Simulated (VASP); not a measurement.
Wanted: the native input for a VASP 6.6.1 run.

```
Task                               : single point
Functional                         : HSE06
Potentials or basis                : VASP PAW PBE potentials, release 64 (Mg, O)
Cutoff                             : 520 eV
k mesh                             : 6 × 6 × 6
Occupations                        : gaussian, width 0.01 eV
Spin                               : no spin polarisation
Dipole correction                  : no
Grid for exact exchange (PRECFOCK) : Normal
Further INCAR settings             : ALGO = Normal; EDIFF = 1e-06; NBANDS = 11
Screening parameter                : 0.2079 1/Å
```

Crystal: MgO.

```
CELL_PARAMETERS angstrom
0.00000 2.14714 2.28201
2.14714 0.00000 2.28201
2.14714 2.14714 0.00000
ATOMIC_POSITIONS crystal
Mg 0.00000 0.00000 0.00000
O 0.25000 0.25000 0.25000
```

This cell differs from its parent crystal: biaxial xy strain -5.9%.

One way to write it, as run:

POSCAR

```
MgO
1.0
    0.0000000000      2.1471391277      2.2820056624
    2.1471391277      0.0000000000      2.2820056624
    2.1471391277      2.1471391277      0.0000000000
Mg O
1 1
Direct
    0.0000000000      0.0000000000      0.0000000000
    0.2500000000      0.2500000000      0.2500000000
```

INCAR.step1

```
ALGO = Normal
EDIFF = 1E-5
ENCUT = 520
GGA = PE
ISIF = 2
ISMEAR = 0
LASPH = True
LREAL = False
LWAVE = True
NBANDS = 11
NELM = 60
PREC = Accurate
SIGMA = 0.01
```

INCAR.step2

```
ALGO = Normal
EDIFF = 1E-6
ENCUT = 520
GGA = PE
HFSCREEN = 0.2079
ISIF = 2
ISMEAR = 0
ISTART = 1
LASPH = True
LCHARG = True
LELF = True
LHFCALC = True
LREAL = False
LVHAR = True
LWAVE = False
NBANDS = 11
NELM = 60
PREC = Accurate
PRECFOCK = Normal
SIGMA = 0.01
```

KPOINTS

```
k-points
0
Gamma
  6 6 6
```

Potentials or basis: VASP PAW PBE potentials, release 64 (Mg, O).

Command:

```bash
$ cat potpaw_PBE.64/Mg/POTCAR potpaw_PBE.64/O/POTCAR > POTCAR
$ cp INCAR.step1 INCAR
$ mpirun -np 1 vasp_std > vasp.out
$ cp INCAR.step2 INCAR
$ mpirun -np 1 vasp_std > vasp.out
```

It gave:

```yaml
Pressure: 19.5 GPa
Band_gap_on_the_k_mesh: 5.97 eV, indirect (least direct gap 5.99 eV)
```

Caveat: the cell differs from its parent crystal (biaxial xy strain -5.9%); the PAW data sets were made with another functional, which shifts forces and pressure a little.

Wall time 14 min on 1 thread of Intel Xeon 6975P-C (shared host), peak memory 0.25 GiB.
